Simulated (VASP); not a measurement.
# Si (a cell with a defect) in VASP: single point with LDA

Aim: the single point of Si (a cell with a defect) with LDA.

Everything below comes from runs of VASP 6.6.1. Logs are shortened: lines on timing, memory, paths and dates and some standing lists are left out, and cuts for length are marked.

## 1. The cell of the first run

The cell holds a defect, 63 atoms: a = 10.860 Å, b = 10.860 Å, c = 10.860 Å, α = 90.00°, β = 90.00°, γ = 90.00°.

## 2. Single point, LDA, collinear spin

INCAR reads:

```
SYSTEM = Si
PREC = Accurate ; ENCUT = 520
EDIFF = 1E-7 ; ISMEAR = 0
SIGMA = 0.02 ; LREAL = Auto
LASPH = .TRUE. ; NELM = 150
ALGO = Normal ; ISIF = 2
LWAVE = .FALSE. ; LCHARG = .FALSE.
ISPIN = 2 ; MAGMOM = 0 0 0 0 0 0 0 0 0 0 0 0 0 0 0 0 0 0 0 0 0 0 0 0 0 0 0 0.1 0 0 0 0 0 0 0 0 0 0 0 0 0 0 0 0 0 0 0 0 0 0 0 0 0 0 0 0 0 0 0 0 0 0 0
LORBIT = 11 ; NELECT = 251.0
NBANDS = 167
```

KPOINTS reads:

```
Automatic mesh
0
G
  1 1 1
  0 0 0
```

POSCAR reads:

```
Si
1.0
   10.8600000000      0.0000000000      0.0000000000
    0.0000000000     10.8600000000      0.0000000000
    0.0000000000      0.0000000000     10.8600000000
Si
63
Direct
    0.4980375691      0.0033174033      0.0020789134
    0.6160383978      0.1338005525      0.1282431860
    0.7465232965      0.2518004604      0.0020767035
    0.8751178637      0.3747906998      0.1252611418
    0.7477707182      0.0020761510      0.2493063536
    0.8751684162      0.1234371087      0.3766624309
   -0.0010965930     -0.0003020258     -0.0017162983
    0.1243741252      0.1248941989      0.1252880295
    0.2476157459      0.2641784530      0.0139848987
    0.3130098527      0.4368478821      0.1879350829
    0.4856662983      0.5022271639      0.0139825967
    0.6249439227      0.6254671271      0.1252906998
    0.7501402394      0.7509364641     -0.0017206262
    0.8771823204      0.8726515654      0.1256720074
    0.2502362799     -0.0002720994      0.2497974217
    0.3751292818      0.1241910681      0.3761305709
    0.4846327808      0.2652121547      0.2531465009
    0.6256520258      0.3747125230      0.3761315838
    0.7501158379      0.4996075506      0.2497984346
    0.8787301105      0.6226245856      0.3729320442
    0.5017605893     -0.0007569061      0.5009221915
    0.6239529466      0.1258849908      0.6277170350
    0.7505973297      0.2480758748      0.5009188766
    0.8773493554      0.3742927256      0.6238192449
    0.7498352670      0.0000096685      0.7497906077
    0.8718620626      0.1257883057      0.8765609576
   -0.0003095764      0.4996651013     -0.0009777164
    0.1401648250      0.6096735727      0.1221182320
    0.2501747698      0.7501519337     -0.0009784530
    0.3750490792      0.8747193370      0.1252631676
    0.0003443831      0.2489215470      0.2496965009
    0.1398826888      0.3720408840      0.3608137201
    0.3778041436      0.6099385820      0.3607969613
    0.5009237569      0.7495016575      0.2497008287
    0.6264034070      0.8746788214      0.3766627072
    0.0012117864     -0.0035953959      0.4984769797
    0.1231093002      0.1239608656      0.6246077348
    0.2507713628      0.2489380295      0.4998984346
    0.3752718232      0.3745692449      0.6255492634
    0.5009062615      0.4990717311      0.4999022099
    0.6258772560      0.6267312155      0.6246106814
    0.7534328729      0.7486328729      0.4984778085
    0.8754303867      0.8744081952      0.6252781768
    0.2496639042      0.0018107735      0.7510723757
    0.3720615101      0.1327826888      0.8832934622
    0.4985133517      0.2513268877      0.7536210866
    0.6170568140      0.3777773481      0.8832928177
    0.7480330571      0.5001835175      0.7510755985
    0.8747932781      0.6262568140      0.8740983425
    0.0088388582      0.7410027624      0.2467628913
    0.1272204420      0.8711083794      0.3729289134
    0.0083809392      0.4966036832      0.4914904236
    0.1267809392      0.6230600368      0.6212983425
    0.2532396869      0.7414483425      0.4914790976
    0.3755391344      0.8724799263      0.6238137201
   -0.0006446593      0.2478174033      0.7504932781
    0.1244844383      0.3753352670      0.8752200737
    0.2499918048      0.4998507366      0.7494569982
    0.3745035912      0.6253575506      0.8752228361
    0.5020239411      0.7504892265      0.7504944751
    0.6240510129      0.8779823204      0.8765601289
    0.0013577348      0.7484870166      0.7472750460
    0.1235843462      0.8750509208      0.8740968692
```

Potentials or basis: VASP PAW LDA potentials, release 64 (Si).

The run is started by

```bash
$ cat potpaw_LDA.64/Si/POTCAR > POTCAR
$ mpirun -np 1 vasp_gam > vasp.out
```

OUTCAR:

```text
SYSTEM = Si
   PREC = Accurate
   ENCUT = 520
   EDIFF = 1E-7
   ISMEAR = 0
   LREAL = Auto
   LASPH = .TRUE.
   NELM = 150
   ISIF = 2
   ISPIN = 2
   LORBIT = 11
   NELECT = 251.0

 ion  position               nearest neighbor table
   1  0.498  0.003  0.002-  45 2.35  30 2.35   2 2.35  61 2.36
   2  0.616  0.134  0.128-   1 2.35   3 2.35   5 2.41  17 2.43
   3  0.747  0.252  0.002-  47 2.35   4 2.35   2 2.35  26 2.36
   4  0.875  0.375  0.125-  19 2.35   3 2.35  31 2.35  27 2.36
   5  0.748  0.002  0.249-   6 2.36  35 2.36  14 2.40   2 2.41
   6  0.875  0.123  0.377-  23 2.34  36 2.35   5 2.36  31 2.37
   7  0.999  1.000  0.998-  63 2.34  26 2.35  14 2.36   8 2.37
   8  0.124  0.125  0.125-  31 2.34   9 2.35  15 2.35   7 2.37
   9  0.248  0.264  0.014-  57 2.35   8 2.35  45 2.42  10 2.75
  10  0.313  0.437  0.188-  17 2.73  33 2.75  32 2.75  28 2.75  11 2.75   9 2.75
  11  0.486  0.502  0.014-  59 2.35  12 2.35  47 2.42  10 2.75
  12  0.625  0.625  0.125-  34 2.34  11 2.35  19 2.35  13 2.37
  13  0.750  0.751  0.998-  49 2.34  61 2.35  14 2.36  12 2.37
  14  0.877  0.873  0.126-  13 2.36   7 2.36   5 2.40  50 2.41
  15  0.250  1.000  0.250-  30 2.35  51 2.35   8 2.35  16 2.36
  16  0.375  0.124  0.376-  38 2.34  17 2.35  15 2.36  21 2.36
[... 45 lines left out ...]
  62  0.001  0.748  0.747-  43 2.34  63 2.36  49 2.36  53 2.36
  63  0.124  0.875  0.874-   7 2.34  62 2.36  44 2.36  29 2.36

  LATTYP: Found a simple cubic cell.
 ALAT       =    10.8600000000

  Lattice vectors:

 A1 = (  10.8600000000,   0.0000000000,   0.0000000000)
 A2 = (   0.0000000000,  10.8600000000,   0.0000000000)
 A3 = (   0.0000000000,   0.0000000000,  10.8600000000)

Analysis of symmetry for initial positions (statically):
=====================================================================
 Subroutine PRICEL returns:
 Original cell was already a primitive cell.

 Routine SETGRP: Setting up the symmetry group for a
 simple cubic supercell.

 Subroutine GETGRP returns: Found  1 space group operations
 (whereof  1 operations were pure point group operations)
 out of a pool of 48 trial point group operations.

The static configuration has the point symmetry C_1 .

Analysis of symmetry for dynamics (positions and initial velocities):
=====================================================================
 Subroutine PRICEL returns:
 Original cell was already a primitive cell.

 Routine SETGRP: Setting up the symmetry group for a
 simple cubic supercell.

 Subroutine GETGRP returns: Found  1 space group operations
 (whereof  1 operations were pure point group operations)
 out of a pool of 48 trial point group operations.

[... 255 lines left out ...]
  ext. energy  EPLUGINS =         0.00000000
  ---------------------------------------------------
  free energy    TOTEN  =      -371.00419666 eV

  energy without entropy =     -370.99652183  energy(sigma->0) =     -371.00035924

 E-fermi :   6.0444     XC(G=0):  -9.5368

 val. band max:        6.0319120017   @ k =   0.0000   0.0000   0.0000
 cond. band min:       6.0569672389   @ k =   0.0000   0.0000   0.0000
 fundamental gap:      0.0250552373
 Fermi energy:         6.0444112360

 spin component 1

 k-point     1 :       0.0000    0.0000    0.0000
  band No.  band energies     occupation
      1      -6.2236      1.00000
      2      -5.1868      1.00000
      3      -5.1810      1.00000
      4      -5.1499      1.00000
      5      -5.1491      1.00000
      6      -5.1072      1.00000
[... 129 lines left out ...]
    136       6.7176      0.00000
    137       6.7495      0.00000
 Fermi energy:         6.0444112360

 spin component 2

 k-point     1 :       0.0000    0.0000    0.0000
  band No.  band energies     occupation
      1      -6.2112      1.00000
      2      -5.1750      1.00000
      3      -5.1656      1.00000
      4      -5.1389      1.00000
      5      -5.1370      1.00000
      6      -5.0992      1.00000
[... 129 lines left out ...]
    136       6.7317      0.00000
    137       6.7613      0.00000
 [bands above 137 left out]

------------------------ aborting loop because EDIFF is reached ----------------------------------------

  FORCE on cell =-STRESS in cart. coord.  units (eV):
  Direction    XX          YY          ZZ          XY          YZ          ZX
  --------------------------------------------------------------------------------------
  -------------------------------------------------------------------------------------
  Total      -28.8371392    -28.8422380    -27.8520459      3.4542271     -4.9601100      4.9733788
  in kB      -36.0722540    -36.0786321    -34.8400051      4.3208779     -6.2045803      6.2211783
  external PRESSURE =     -35.6636304 kB  Pullay stress =       0.0000000 kB

 VOLUME and BASIS-vectors are now :
 -----------------------------------------------------------------------------
  energy-cutoff  :      520.00
  volume of cell :     1280.82
      direct lattice vectors                 reciprocal lattice vectors
    10.860000000  0.000000000  0.000000000     0.092081031  0.000000000  0.000000000
     0.000000000 10.860000000  0.000000000     0.000000000  0.092081031  0.000000000
     0.000000000  0.000000000 10.860000000     0.000000000  0.000000000  0.092081031

 POSITION                                       TOTAL-FORCE (eV/Angst)
 -----------------------------------------------------------------------------------
      5.40869      0.03603      0.02258        -0.002250      0.001819     -0.000323
      6.69018      1.45307      1.39272        -0.000284     -0.001002      0.002642
      8.10724      2.73455      0.02255        -0.001796      0.003430     -0.000676
      9.50378      4.07023      1.36034         0.002130      0.002088      0.001015
      8.12079      0.02255      2.70747        -0.004495      0.004761     -0.011466
      9.50433      1.34053      4.09055         0.000821     -0.004974      0.005224
[... 55 lines left out ...]
      0.01474      8.12857      8.11541         0.003148     -0.003217     -0.003582
      1.34213      9.50305      9.49269         0.005271     -0.002004      0.005732
 -----------------------------------------------------------------------------------
    total drift:                               -0.010265      0.002234     -0.003631

  FREE ENERGIE OF THE ION-ELECTRON SYSTEM (eV)
  ---------------------------------------------------
  free  energy   TOTEN  =      -371.0041966582 eV

  energy  without entropy=     -370.9965218269  energy(sigma->0) =     -371.00035924

 total charge

# of ion       s       p       d       tot
------------------------------------------
    1        0.746   0.959   0.000   1.704
    2        0.751   0.923   0.000   1.674
    3        0.746   0.959   0.000   1.704
    4        0.744   0.962   0.000   1.706
    5        0.752   0.926   0.000   1.678
    6        0.749   0.951   0.000   1.700
[... 55 lines left out ...]
   62        0.747   0.955   0.000   1.702
   63        0.748   0.953   0.000   1.701
--------------------------------------------------
tot         47.312  59.100   0.000 106.412

 magnetization (x)

# of ion       s       p       d       tot
------------------------------------------
    1        0.000   0.003   0.000   0.003
    2        0.000   0.003   0.000   0.003
    3        0.000   0.003   0.000   0.003
    4       -0.000  -0.000   0.000  -0.000
    5        0.000   0.004   0.000   0.004
    6        0.001   0.005   0.000   0.006
[... 55 lines left out ...]
   62        0.000   0.003   0.000   0.003
   63        0.000   0.008   0.000   0.008
--------------------------------------------------
tot          0.055   0.331   0.000   0.386
```

It took 25 min on 1 thread of Intel Xeon 8259CL, shared host; peak memory 0.89 GiB.

What came out:

```yaml
Free_energy: -371.0042 eV
Largest_force: 0.015 eV/Å
Net_moment: 1.00 μB per cell
Site_moments: Si +0.00, -0.00, +0.01, +0.02, +0.04 (each value once) μB
Valence_electrons_inside_the_program's_atomic_spheres: Si 1.70, 1.67, 1.71, 1.68, 1.64, 1.49 (each value once)
```

Forces on the atoms (eV/Å):
```
Si  -0.002  0.002  0.000
Si   0.000 -0.001  0.003
Si  -0.002  0.003 -0.001
Si   0.002  0.002  0.001
Si  -0.004  0.005 -0.011
Si   0.001 -0.005  0.005
Si  -0.001  0.002 -0.001
Si   0.004  0.003  0.006
Si   0.000  0.002 -0.004
Si   0.001 -0.001 -0.003
Si  -0.002 -0.001 -0.004
Si  -0.002 -0.004  0.005
Si  -0.001  0.001 -0.001
Si   0.005 -0.004  0.010
Si   0.003 -0.001 -0.005
Si   0.001 -0.010  0.006
Si  -0.008  0.007 -0.003
Si   0.009 -0.002  0.006
Si  -0.001 -0.004 -0.005
Si  -0.002 -0.001  0.001
Si  -0.008  0.002 -0.007
Si  -0.002  0.002  0.000
Si  -0.001  0.008 -0.007
Si   0.002  0.000  0.007
Si  -0.006  0.003 -0.012
Si   0.002  0.000  0.007
Si  -0.009  0.001 -0.005
Si   0.009 -0.010  0.006
Si  -0.001  0.009 -0.005
Si  -0.001 -0.001  0.001
Si   0.004  0.002 -0.007
Si  -0.005  0.006  0.012
Si  -0.006  0.004  0.011
Si  -0.001 -0.004 -0.007
Si   0.004 -0.001  0.005
Si   0.001 -0.001 -0.007
Si   0.002  0.000  0.000
Si   0.000  0.005 -0.005
Si   0.001  0.000  0.003
Si  -0.006 -0.001 -0.005
Si   0.000 -0.002  0.000
Si   0.002 -0.001 -0.007
Si   0.002 -0.002  0.007
Si   0.000  0.001 -0.008
Si   0.001  0.000  0.006
Si   0.000  0.001 -0.001
Si   0.000 -0.001  0.006
Si  -0.002  0.000 -0.007
Si   0.001 -0.005  0.005
Si  -0.004  0.003 -0.004
Si   0.002  0.002  0.001
Si  -0.001 -0.005 -0.003
Si  -0.001  0.001  0.005
Si   0.006  0.002 -0.002
Si   0.000 -0.002  0.007
Si   0.001  0.004  0.000
Si   0.006  0.001  0.002
Si  -0.001 -0.002 -0.007
Si   0.000 -0.006  0.002
Si  -0.004 -0.001 -0.001
Si   0.001 -0.001  0.007
Si   0.003 -0.003 -0.004
Si   0.005 -0.002  0.006
```

Caveat: the k points lie up to 0.58 Å⁻¹ apart; the cell carries a net charge on a neutralising background, which shifts energy and pressure; the cell is charged against a uniform background, so pressure and absolute levels hang on convention.
